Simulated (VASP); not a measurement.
Crystal: HfO2.

```
CELL_PARAMETERS angstrom
3.48539 0.00000 0.00000
0.00000 3.48539 0.00000
0.00000 0.00000 5.06628
ATOMIC_POSITIONS crystal
Hf 0.00000 0.00000 0.00000
Hf 0.50000 0.50000 0.50000
O 0.00000 0.50000 0.19721
O 0.50000 0.00000 0.30279
O 0.50000 0.00000 0.80279
O 0.00000 0.50000 0.69721
```

Base run:

```yaml
Program: VASP 6.6.1
Functional: r2SCAN
Potentials_or_basis: VASP PAW PBE potentials, release 64 (Hf_pv, O)
Cutoff: 520 eV
k_mesh: 8 × 8 × 5
Occupations: fermi-dirac, width 0.05 eV
Spin: no spin polarisation
```

Its results: band gap on the k mesh 5.52 eV, indirect (least direct gap 5.63 eV); pressure 19.6 GPa; largest force 0.387 eV/Å.

The run is repeated on the same cell with these changes: functional from r2SCAN to PBE; further incar settings from ALGO = Normal; EDIFF = 1e-07; NBANDS = 31 to ALGO = Normal; EDIFF = 1e-06; NBANDS = 31. What comes out?

Band gap on the k mesh 4.94 eV, indirect (least direct gap 5.07 eV); pressure 25.6 GPa; largest force 0.490 eV/Å.

Caveats: spin-orbit coupling is left out, which moves the levels of the heavy elements; the PAW data sets were made with another functional, which shifts forces and pressure a little (some runs).

A k mesh can miss the band edges.
